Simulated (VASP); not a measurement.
# CdGa2O3 (R-3m) in VASP: single point with PBE

Aim: the single point of CdGa2O3 with PBE.

All numbers are computed with VASP 6.6.1; they aren't measurements. Logs are shortened: lines on timing, memory, paths and dates and some standing lists are left out, and cuts for length are marked.

### 1 The cell of the first run

It takes space group R-3m (No. 166, trigonal). The conventional cell has a = 5.043 Å, b = 5.043 Å, c = 12.800 Å, α = 90.00°, β = 90.00°, γ = 120.00°. Within 3.4 Å of Cd (site symmetry -3m) lie 6 O at 2.58 Å and 6 Ga at 2.96 Å. Ga (site symmetry 3m) has 3 Cd at 2.96 Å and 9 O at 3.00 to 3.02 Å and 4 Ga at 3.09 to 3.24 Å within 3.9 Å. Within 3.3 Å of O (site symmetry 2/m) lie 4 O at 2.52 Å and 2 Cd at 2.58 Å and 6 Ga at 3.00 to 3.02 Å.

### 2 Single point, PBE

The input, INCAR:

```
  PREC = Accurate
  ENCUT = 520
  EDIFF = 1E-7
  ISMEAR = 0
  SIGMA = 0.1
  LREAL = False
  LASPH = True
  NELM = 60
  ALGO = Normal
  ISIF = 2
  LWAVE = False
  LCHARG = False
  GGA = PE
  NBANDS = 37
```

The input, KPOINTS:

```
regular mesh
0
Gamma
  6 6 6
```

The input, POSCAR:

```
CdGa2O3
1.0
    2.5216962500      1.4559020100      4.2665426300
   -2.5216962500      1.4559020100      4.2665426300
    0.0000000000     -2.9118040100      4.2665426300
Cd Ga O
1 2 3
Direct
    0.5000000000      0.5000000000      0.5000000000
    0.8733720200      0.8733720200      0.8733720200
    0.1266279800      0.1266279800      0.1266279800
    0.5000000000      0.0000000000      0.5000000000
    0.5000000000      0.5000000000      0.0000000000
    0.0000000000      0.5000000000      0.5000000000
```

Potentials or basis: VASP PAW PBE potentials, release 64 (Cd, Ga_d, O).

Run with:

```sh
$ cat potpaw_PBE.64/Cd/POTCAR potpaw_PBE.64/Ga_d/POTCAR potpaw_PBE.64/O/POTCAR > POTCAR
$ mpirun -np 1 vasp_std > vasp.out
```

OUTCAR:

```text
PREC = Accurate
   ENCUT = 520
   EDIFF = 1E-7
   ISMEAR = 0
   LREAL = False
   LASPH = True
   NELM = 60
   ISIF = 2
   GGA = PE

 ion  position               nearest neighbor table
   1  0.500  0.500  0.500-   5 2.58   5 2.58   6 2.58   4 2.58   4 2.58   6 2.58   2 2.96   3 2.96
                             2 2.96   3 2.96   2 2.96   3 2.96
   2  0.873  0.873  0.873-   1 2.96   1 2.96   1 2.96
   3  0.127  0.127  0.127-   1 2.96   1 2.96   1 2.96
   4  0.500  0.000  0.500-   1 2.58   1 2.58
   5  0.500  0.500  0.000-   1 2.58   1 2.58
   6  0.000  0.500  0.500-   1 2.58   1 2.58

  LATTYP: Found a trigonal (rhomboedric) cell.
 ALAT       =     5.1654611269
 COS(alpha) =     0.5233524718

  Lattice vectors:

 A1 = (   2.5216962500,   1.4559020100,   4.2665426300)
 A2 = (  -2.5216962500,   1.4559020100,   4.2665426300)
 A3 = (   0.0000000000,  -2.9118040100,   4.2665426300)

Analysis of symmetry for initial positions (statically):
=====================================================================
 Subroutine PRICEL returns:
 Original cell was already a primitive cell.

 Routine SETGRP: Setting up the symmetry group for a
 trigonal (rhombohedral) supercell.

 Subroutine GETGRP returns: Found 12 space group operations
 (whereof 12 operations were pure point group operations)
 out of a pool of 12 trial point group operations.

The static configuration has the point symmetry D_3d.

Analysis of symmetry for dynamics (positions and initial velocities):
=====================================================================
 Subroutine PRICEL returns:
 Original cell was already a primitive cell.

 Routine SETGRP: Setting up the symmetry group for a
 trigonal (rhombohedral) supercell.

 Subroutine GETGRP returns: Found 12 space group operations
 (whereof 12 operations were pure point group operations)
 out of a pool of 12 trial point group operations.

The dynamic configuration has the point symmetry D_3d.

 Subroutine INISYM returns: Found 12 space group operations
 (whereof 12 operations are pure point group operations),
 and found     1 'primitive' translations

----------------------------------------------------------------------------------------

                                     Primitive cell

  volume of cell :      93.9836

  direct lattice vectors                    reciprocal lattice vectors
     2.521696250  1.455902010  4.266542630     0.198279234  0.114476569  0.078127271
    -2.521696250  1.455902010  4.266542630    -0.198279234  0.114476569  0.078127271
     0.000000000 -2.911804010  4.266542630     0.000000000 -0.228953138  0.078127271

  length of vectors
     5.165461127  5.165461127  5.165461122     0.241916122  0.241916122  0.241916122

  position of ions in fractional coordinates (direct lattice)
     0.500000000  0.500000000  0.500000000
     0.873372020  0.873372020  0.873372020
     0.126627980  0.126627980  0.126627980
     0.500000000  0.000000000  0.500000000
     0.500000000  0.500000000  0.000000000
     0.000000000  0.500000000  0.500000000

  ion indices of the primitive-cell ions
   primitive index   ion index
                 1           1
                 2           2
                 3           3
                 4           4
                 5           5
                 6           6

----------------------------------------------------------------------------------------

 KPOINTS: regular mesh

Automatic generation of k-mesh.
 Grid dimensions read from file:
 generate k-points for:    6    6    6

 Generating k-lattice:

  Cartesian coordinates                     Fractional coordinates (reciprocal lattice)
     0.033046539  0.019079428  0.013021212     0.166666667  0.000000000  0.000000000
    -0.033046539  0.019079428  0.013021212     0.000000000  0.166666667  0.000000000
     0.000000000 -0.038158856  0.013021212     0.000000000  0.000000000  0.166666667

  Length of vectors
     0.040319354  0.040319354  0.040319354

  Shift w.r.t. Gamma in fractional coordinates (k-lattice)
     0.000000000  0.000000000  0.000000000

 Subroutine IBZKPT returns following result:
 ===========================================

 Found     32 irreducible k-points:

 Following reciprocal coordinates:
            Coordinates               Weight
  0.000000  0.000000  0.000000      1.000000
  0.166667 -0.000000 -0.000000      6.000000
  0.333333  0.000000  0.000000      6.000000
  0.500000 -0.000000 -0.000000      3.000000
  0.166667  0.166667 -0.000000      6.000000
  0.333333  0.166667 -0.000000     12.000000
[... 16 lines left out ...]
  0.500000  0.500000  0.166667      6.000000
 -0.333333  0.500000  0.166667     12.000000
 [... further k-points ...]
   k-points           NKPTS =     32   k-points in BZ     NKDIM =     32   number of bands    NBANDS=     37
   number of dos      NEDOS =    301   number of ions     NIONS =      6
   total plane-waves  NPLWV =  64000
   dimension x,y,z NGX =    40 NGY =   40 NGZ =   40
   dimension x,y,z NGXF=    80 NGYF=   80 NGZF=   80
   ions per type =               1   2   3
   NGX,Y,Z   is equivalent  to a cutoff of  12.87, 12.87, 12.87 a.u.
   NGXF,Y,Z  is equivalent  to a cutoff of  25.75, 25.75, 25.75 a.u.
 SYSTEM =  unknown system
   PREC   = accura    normal or accurate (medium, high low for compatibility)
   ISTART =      0    job   : 0-new  1-cont  2-samecut
   ICHARG =      2    charge: 1-file 2-atom 10-const
   ISPIN  =      1    spin polarized calculation?
   LNONCOLLINEAR =      F non collinear calculations
   LSORBIT =      F    spin-orbit coupling
   LASPH  =      T    aspherical Exc in radial PAW
   ENCUT  =  520.0 eV  38.22 Ry    6.18 a.u.   9.60  9.60  9.60*2*pi/ulx,y,z
   NELM   =     60;   NELMIN=  2; NELMDL= -5     # of ELM steps
   EDIFF  = 0.1E-06   stopping-criterion for ELM
   LREAL  =      F    real-space projection
   EDIFFG = 0.1E-05   stopping-criterion for IOM
   NSW    =      0    number of steps for IOM
   IBRION =     -1    ionic relax: 0-MD 1-quasi-New 2-CG
   NFREE  =      0    steps in history (QN), initial steepest desc. (CG)
   ISIF   =      2    stress and relaxation
   ISYM   =      2    0-nonsym 1-usesym 2-fastsym
   POTIM  = 0.5000    time-step for ionic-motion
   TEBEG  =    0.0;   TEEND  =   0.0 temperature during run
   PSTRESS=    0.0 pullay stress
   NELECT =      56.0000    total number of electrons
   NUPDOWN=      -1.0000    fix difference up-down
   EMIN   =  10.00;   EMAX   =-10.00  energy-range for DOS
   EFERMI =   0.00;   METHOD = LEGACY
   ISMEAR =     0;   SIGMA  =   0.10  broadening in eV -4-tet -1-fermi 0-gaus
   EFERMI_NEDOS =   21; number of points for ismear=-14 and -15
   IALGO  =     38    algorithm
   IMIX   =      4    mixing-type and parameters
     AMIX     =   0.40;   BMIX     =  1.00
     AMIX_MAG =   1.60;   BMIX_MAG =  1.00
  volume/ion in A,a.u.               =      15.66       105.71
  Fermi-wavevector in a.u.,A,eV,Ry     =   1.377590  2.603268 25.820526  1.897755
  Thomas-Fermi vector in A             =   2.502730
   LORBIT       =      0    0 simple, 1 ext, 2 COOP (PROOUT), +10 PAW based schemes
   GGA     = PE    functional components
   LHFCALC =     F    Hartree Fock is set to
   AEXX    =    0.0000 exact exchange contribution
   IVDW    =     0    specifies the selected vdW correction
   LEPSILON=     F    determine dielectric tensor
   LRPA    =     F    only Hartree local field effects (RPA)
 non-spin polarized calculation
 Gauss-broadening in eV      SIGMA  =   0.10
  energy-cutoff  :      520.00
  volume of cell :       93.98
 maximum number of plane-waves:      2563
 NGX is ok and might be reduce to    40
   NGX = 19   NGY = 19   NGZ = 19

 number of electron      55.9999988 magnetization

 Free energy of the ion-electron system (eV)
  ---------------------------------------------------
  ext. energy  EPLUGINS =         0.00000000
  ---------------------------------------------------
  free energy    TOTEN  =       -19.08320941 eV

  energy without entropy =      -19.05585195  energy(sigma->0) =      -19.06953068

 E-fermi :   2.5576     XC(G=0): -10.5458

 val. band max:        2.5201971498   @ k =   0.5000   0.5000   0.5000
 cond. band min:       2.5646325856   @ k =  -0.3333   0.3333   0.1667
 fundamental gap:      0.0444354358
 Fermi energy:         2.5576370252

 k-point     1 :       0.0000    0.0000    0.0000
  band No.  band energies     occupation
      1     -14.9213      2.00000
      2     -13.4878      2.00000
      3     -13.4878      2.00000
      4     -12.3804      2.00000
      5     -12.3804      2.00000
      6     -12.3731      2.00000
[... 29 lines left out ...]
     36       8.5506      0.00000
     37      12.7976      0.00000

 k-point     2 :       0.1667   -0.0000   -0.0000
  band No.  band energies     occupation
      1     -14.8417      2.00000
      2     -13.5780      2.00000
      3     -13.4937      2.00000
      4     -12.3895      2.00000
      5     -12.3829      2.00000
      6     -12.3740      2.00000
[... 29 lines left out ...]
     36       8.4975      0.00000
     37      12.2774      0.00000

 k-point     3 :       0.3333    0.0000    0.0000
  band No.  band energies     occupation
      1     -14.6334      2.00000
      2     -13.8077      2.00000
      3     -13.5051      2.00000
      4     -12.3998      2.00000
      5     -12.3994      2.00000
      6     -12.3746      2.00000
[... 29 lines left out ...]
     36       9.0733      0.00000
     37      11.6237      0.00000

 k-point     4 :       0.5000   -0.0000   -0.0000
  band No.  band energies     occupation
      1     -14.4633      2.00000
      2     -13.9888      2.00000
      3     -13.5108      2.00000
      4     -12.4072      2.00000
      5     -12.4011      2.00000
      6     -12.3789      2.00000
[... 29 lines left out ...]
     36       9.3709      0.00000
     37      11.1886      0.00000
[... 683 lines left out ...]
      1     -14.4574      2.00000
      2     -13.9901      2.00000
      3     -13.4950      2.00000
      4     -12.4134      2.00000
      5     -12.3912      2.00000
      6     -12.3680      2.00000
[... 29 lines left out ...]
     36       9.0725      0.00000
     37      11.4281      0.00000

 k-point    23 :       0.5000    0.5000    0.1667
  band No.  band energies     occupation
      1     -14.5683      2.00000
      2     -13.8250      2.00000
      3     -13.4656      2.00000
      4     -12.4039      2.00000
      5     -12.3953      2.00000
      6     -12.3539      2.00000
[... 29 lines left out ...]
     36       9.9086      0.00000
     37      11.1908      0.00000

 k-point    24 :      -0.3333    0.5000    0.1667
  band No.  band energies     occupation
      1     -14.4116      2.00000
      2     -14.0061      2.00000
      3     -13.4819      2.00000
      4     -12.4104      2.00000
      5     -12.3943      2.00000
      6     -12.3566      2.00000
[... 29 lines left out ...]
     36       9.5671      0.00000
     37      11.7560      0.00000

 [... further k-points ...]
[... 5 lines left out ...]
  --------------------------------------------------------------------------------------
  -------------------------------------------------------------------------------------
  Total       -0.4736096     -0.4736096    -13.7431595      0.0000000     -0.0000000     -0.0000000
  in kB       -8.0738162     -8.0738161   -234.2852308      0.0000000     -0.0000002     -0.0000000
  external PRESSURE =     -83.4776210 kB  Pullay stress =       0.0000000 kB

 VOLUME and BASIS-vectors are now :
 -----------------------------------------------------------------------------
  energy-cutoff  :      520.00
  volume of cell :       93.98
      direct lattice vectors                 reciprocal lattice vectors
     2.521696250  1.455902010  4.266542630     0.198279234  0.114476569  0.078127271
    -2.521696250  1.455902010  4.266542630    -0.198279234  0.114476569  0.078127271
     0.000000000 -2.911804010  4.266542630     0.000000000 -0.228953138  0.078127271

 POSITION                                       TOTAL-FORCE (eV/Angst)
 -----------------------------------------------------------------------------------
      0.00000      0.00000      6.39981         0.000000      0.000000      0.000000
      0.00000      0.00000     11.17884         0.000000      0.000000      0.500910
      0.00000      0.00000      1.62079         0.000000     -0.000000     -0.500910
      1.26085     -0.72795      4.26654        -0.000000      0.000000     -0.000000
      0.00000      1.45590      4.26654        -0.000000      0.000000      0.000000
     -1.26085     -0.72795      4.26654         0.000000      0.000000      0.000000
 -----------------------------------------------------------------------------------
    total drift:                               -0.000000      0.000000     -0.000000

  FREE ENERGIE OF THE ION-ELECTRON SYSTEM (eV)
  ---------------------------------------------------
  free  energy   TOTEN  =       -19.0832094143 eV

  energy  without entropy=      -19.0558519501  energy(sigma->0) =      -19.06953068
```

Run time: 2.8 min. Hardware: 1 thread of Intel Xeon Platinum 8259CL at 2.50GHz (Skylake/Cascade Lake), shared host; peak memory 0.29 GiB.

What came out:

```yaml
Free_energy: -19.0832 eV
Pressure: -8.3 GPa
Largest_force: 0.501 eV/Å
Band_gap_on_the_k_mesh: zero (band 28 reaches 2.92 eV, above the bottom of band 29 at 2.36 eV)
```

Forces on the atoms (eV/Å):
```
Cd   0.000  0.000  0.000
Ga   0.000  0.000  0.501
Ga   0.000  0.000 -0.501
O    0.000  0.000  0.000
O    0.000  0.000  0.000
O    0.000  0.000  0.000
```

Stress tensor (GPa, compression positive):
```
 -0.81   0.00   0.00
  0.00  -0.81   0.00
  0.00   0.00 -23.43
```
